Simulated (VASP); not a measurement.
# Ti6C in VASP: relaxation of the atoms with PBE

Aim: the relaxation of the atoms of Ti6C with PBE.

Everything below comes from runs of VASP 6.6.1. Logs are shortened: lines on timing, memory, paths and dates and some standing lists are left out, and cuts for length are marked.

### 1 The cell of the first run

The cell holds a slab with vacuum, 7 atoms: a = 2.832 Å, b = 4.579 Å, c = 22.051 Å, α = 90.00°, β = 90.00°, γ = 90.00°.

### 2 Relaxation of the atoms, PBE

Input file INCAR:

```
SYSTEM = Ti6C
PREC = Accurate ; ENCUT = 520
EDIFF = 1E-7 ; ISMEAR = 0
SIGMA = 0.1 ; LREAL = .FALSE.
LASPH = .TRUE. ; NELM = 120
ALGO = Normal ; ISIF = 2
LWAVE = .FALSE. ; LCHARG = .FALSE.
LDIPOL = .TRUE. ; IDIPOL = 3
DIPOL = 0.5 0.5 0.363 ; GGA = PE
IBRION = 2 ; NSW = 36
EDIFFG = -0.025 ; GGA_COMPAT = .FALSE.
NELMIN = 4 ; NELMDL = -8
KPAR = 4
```

Input file KPOINTS:

```
Automatic mesh
0
G
  9 6 1
  0 0 0
```

Input file POSCAR:

```
Ti6C
1.0
    2.8319727860      0.0000000000      0.0000000000
    0.0000000000      4.5793473380      0.0000000000
    0.0000000000      0.0000000000     22.0506909065
Ti C
6 1
Selective dynamics
Direct
    0.5000000000      0.0000000000      0.1814002118  F F F
    0.0000000000      0.5000000000      0.2413504290  F F F
    0.5000000000      0.0000000000      0.3013006462  F F F
    0.5000000000      0.5000000000      0.3625816208  F F F
    0.0000000000      0.0000000000      0.4208167734  F F F
    0.5000000000      0.5000000000      0.4784743912  F F F
    0.6666666667      0.7000000000      0.5528484780  F F T
```

Potentials or basis: VASP PAW PBE potentials, release 64 (Ti_sv, C).

Command:

```sh
$ cat potpaw_PBE.64/Ti_sv/POTCAR potpaw_PBE.64/C/POTCAR > POTCAR
$ mpirun -np 4 vasp_std > vasp.out
```

OUTCAR:

```text
SYSTEM = Ti6C
   PREC = Accurate
   ENCUT = 520
   EDIFF = 1E-7
   ISMEAR = 0
   LREAL = .FALSE.
   LASPH = .TRUE.
   NELM = 120
   ISIF = 2
   GGA = PE
   IBRION = 2
   NSW = 36
   EDIFFG = -0.025
   NELMIN = 4
   NELMDL = -8

 ion  position               nearest neighbor table
   1  0.500  0.000  0.181-   3 2.64
   2  0.000  0.500  0.241-
   3  0.500  0.000  0.301-   1 2.64   4 2.66   4 2.66
   4  0.500  0.500  0.363-   6 2.56   3 2.66   3 2.66
   5  0.000  0.000  0.421-
   6  0.500  0.500  0.478-   7 1.94   4 2.56
   7  0.667  0.700  0.553-   6 1.94

  LATTYP: Found a simple orthorhombic cell.
 ALAT       =     2.8319727860
 B/A-ratio  =     1.6170167173
 C/A-ratio  =     7.7863357358

  Lattice vectors:

 A1 = (   2.8319727860,   0.0000000000,   0.0000000000)
 A2 = (   0.0000000000,   4.5793473380,   0.0000000000)
 A3 = (   0.0000000000,   0.0000000000,  22.0506909065)

Analysis of symmetry for initial positions (statically):
=====================================================================
 Subroutine PRICEL returns:
 Original cell was already a primitive cell.

 Routine SETGRP: Setting up the symmetry group for a
 simple orthorhombic supercell.

 Subroutine GETGRP returns: Found  1 space group operations
 (whereof  1 operations were pure point group operations)
 out of a pool of  8 trial point group operations.

The static configuration has the point symmetry C_1 .

Analysis of symmetry for dynamics (positions and initial velocities):
=====================================================================
 Subroutine PRICEL returns:
 Original cell was already a primitive cell.

 Routine SETGRP: Setting up the symmetry group for a
 simple orthorhombic supercell.

 Subroutine GETGRP returns: Found  1 space group operations
 (whereof  1 operations were pure point group operations)
 out of a pool of  8 trial point group operations.

The dynamic configuration has the point symmetry C_1 .

Analysis of constrained symmetry for selective dynamics:
=====================================================================
 Subroutine PRICEL returns:
 Original cell was already a primitive cell.
[... 127 lines left out ...]
   TEBEG  =    0.0;   TEEND  =   0.0 temperature during run
   PSTRESS=    0.0 pullay stress
   NELECT =      76.0000    total number of electrons
   NUPDOWN=      -1.0000    fix difference up-down
   EMIN   =  10.00;   EMAX   =-10.00  energy-range for DOS
   EFERMI =   0.00;   METHOD = LEGACY
   ISMEAR =     0;   SIGMA  =   0.10  broadening in eV -4-tet -1-fermi 0-gaus
   EFERMI_NEDOS =   21; number of points for ismear=-14 and -15
   IALGO  =     38    algorithm
   IMIX   =      4    mixing-type and parameters
     AMIX     =   0.40;   BMIX     =  1.00
     AMIX_MAG =   1.60;   BMIX_MAG =  1.00
  volume/ion in A,a.u.               =      40.85       275.69
  Fermi-wavevector in a.u.,A,eV,Ry     =   1.052546  1.989023 15.073256  1.107853
  Thomas-Fermi vector in A             =   2.187633
   LORBIT       =      0    0 simple, 1 ext, 2 COOP (PROOUT), +10 PAW based schemes
   GGA     = PE    functional components
   LHFCALC =     F    Hartree Fock is set to
   AEXX    =    0.0000 exact exchange contribution
   IVDW    =     0    specifies the selected vdW correction
   LEPSILON=     F    determine dielectric tensor
   LRPA    =     F    only Hartree local field effects (RPA)
 conjugate gradient relaxation of ions
 non-spin polarized calculation
 Gauss-broadening in eV      SIGMA  =   0.10
  energy-cutoff  :      520.00
  volume of cell :      285.97
 maximum number of plane-waves:      7748
 NGX is ok and might be reduce to    24
   NGX = 11   NGY = 17   NGZ = 81

 dipolmoment           0.000000      0.000000     -0.082410 electrons x Angstroem

--------------------------------------- Ionic step        1  -------------------------------------------

 number of electron      75.9999999 magnetization

 Free energy of the ion-electron system (eV)
  ---------------------------------------------------
  ext. energy  EPLUGINS =         0.00000000
  ---------------------------------------------------
  free energy    TOTEN  =       -48.73878926 eV

  energy without entropy =      -48.67755993  energy(sigma->0) =      -48.70817459

------------------------ aborting loop because EDIFF is reached ----------------------------------------

  FORCE on cell =-STRESS in cart. coord.  units (eV):
  Direction    XX          YY          ZZ          XY          YZ          ZX
  --------------------------------------------------------------------------------------
  -------------------------------------------------------------------------------------
  Total       -2.7515005     -4.8251087     -3.7281758      0.2656711      0.6960724      1.4827447
  in kB      -15.4157732    -27.0335338    -20.8877715      1.4884700      3.8998700      8.3073421
  external PRESSURE =     -21.1123595 kB  Pullay stress =       0.0000000 kB
[... 110 lines left out ...]
--------------------------------------- Ionic step        4  -------------------------------------------

 number of electron      75.9999999 magnetization

 dipolmoment           0.000000      0.000000      0.218539 electrons x Angstroem

 Free energy of the ion-electron system (eV)
  ---------------------------------------------------
  ext. energy  EPLUGINS =         0.00000000
  ---------------------------------------------------
  free energy    TOTEN  =       -48.90945098 eV

  energy without entropy =      -48.84786765  energy(sigma->0) =      -48.87865931

 E-fermi :   0.1757     XC(G=0):  -5.4742

 val. band max:        0.1719348147   @ k =   0.3333  -0.1667   0.0000
 cond. band min:       0.1771766861   @ k =   0.2222   0.0000   0.0000
 fundamental gap:      0.0052418714
 Fermi energy:         0.1756784717

 k-point     1 :       0.0000    0.0000    0.0000
  band No.  band energies     occupation
      1     -56.7854      2.00000
      2     -56.7377      2.00000
      3     -56.6618      2.00000
      4     -56.4271      2.00000
      5     -56.3213      2.00000
      6     -55.8465      2.00000
[... 1141 lines left out ...]
     44       0.9973      0.00000
     45       1.4037      0.00000

 [... further k-points ...]

------------------------ aborting loop because EDIFF is reached ----------------------------------------

 vacuum level on the upper side and lower side of the slab       (xc-potential included)         1.369        -1.651

  FORCE on cell =-STRESS in cart. coord.  units (eV):
  Direction    XX          YY          ZZ          XY          YZ          ZX
  --------------------------------------------------------------------------------------
  -------------------------------------------------------------------------------------
  Total       -1.7459635     -3.6434194     -0.9435350      0.9385817      2.5170010      2.7552066
  in kB       -9.7820727    -20.4129084     -5.2863235      5.2585717     14.1019478     15.4365376
  external PRESSURE =     -11.8271016 kB  Pullay stress =       0.0000000 kB
[... 22 lines left out ...]
  FREE ENERGIE OF THE ION-ELECTRON SYSTEM (eV)
  ---------------------------------------------------
  free  energy   TOTEN  =       -48.9094509793 eV

  energy  without entropy=      -48.8478676468  energy(sigma->0) =      -48.87865931

 reached required accuracy - stopping structural energy minimisation

 vacuum level on the upper side and lower side of the slab         6.522         3.426
```

OSZICAR:

```text
N       E                     dE             d eps       ncg     rms          rms(c)
DAV:   1     0.945472574551E+03    0.94547E+03   -0.41208E+04  2888   0.171E+03
DAV:   2     0.806196059798E+02   -0.86485E+03   -0.85208E+03  2619   0.541E+02
DAV:   3    -0.328814498778E+02   -0.11350E+03   -0.11049E+03  4056   0.169E+02
[... 99 lines left out ...]
DAV:   7    -0.489094513075E+02    0.71717E-05   -0.59926E-05  3459   0.554E-02    0.710E-03
DAV:   8    -0.489094517403E+02   -0.43277E-06   -0.16446E-05  3736   0.307E-02    0.801E-03
DAV:   9    -0.489094512239E+02    0.51636E-06   -0.88036E-06  3280   0.252E-02    0.516E-03
DAV:  10    -0.489094510114E+02    0.21252E-06   -0.27149E-06  2672   0.119E-02    0.296E-03
DAV:  11    -0.489094509793E+02    0.32109E-07   -0.72430E-07  2536   0.706E-03
   4 F= -.48909451E+02 E0= -.48878659E+02  d E =-.170662E+00
```

Wall time 12 min (4 MPI ranks of Intel Xeon Platinum 8488C (Sapphire Rapids), shared host); peak memory 0.57 GiB.

Results:

```yaml
Free_energy: -48.9095 eV
Energy_gained_by_relaxing: 24.4 meV/atom
Ionic_steps: 4
Band_gap_on_the_k_mesh: zero (bands 38 and 39 overlap by 0.10 eV)
```

The path:
```csv
step,energy change (eV),largest force on free atoms (eV/Å),pressure (GPa)
1,0.0000,1.5914,-2.11
2,-0.1041,1.0909,-1.78
3,-0.1706,0.0277,-1.16
4,-0.1707,0.0163,-1.18
```

Final structure:
```cif
data_structure
_symmetry_space_group_name_H-M 'P 1'
_symmetry_Int_Tables_number 1
_cell_length_a 2.8320
_cell_length_b 4.5793
_cell_length_c 22.0507
_cell_angle_alpha 90.000
_cell_angle_beta 90.000
_cell_angle_gamma 90.000
_cell_volume 285.97
loop_
_atom_site_label
_atom_site_type_symbol
_atom_site_fract_x
_atom_site_fract_y
_atom_site_fract_z
_atom_site_occupancy
Ti1 Ti 0.50000 0.00000 0.18140 1
Ti2 Ti 0.00000 0.50000 0.24135 1
Ti3 Ti 0.50000 0.00000 0.30130 1
Ti4 Ti 0.50000 0.50000 0.36258 1
Ti5 Ti 0.00000 0.00000 0.42082 1
Ti6 Ti 0.50000 0.50000 0.47847 1
C1 C 0.66667 0.70000 0.54424 1
```
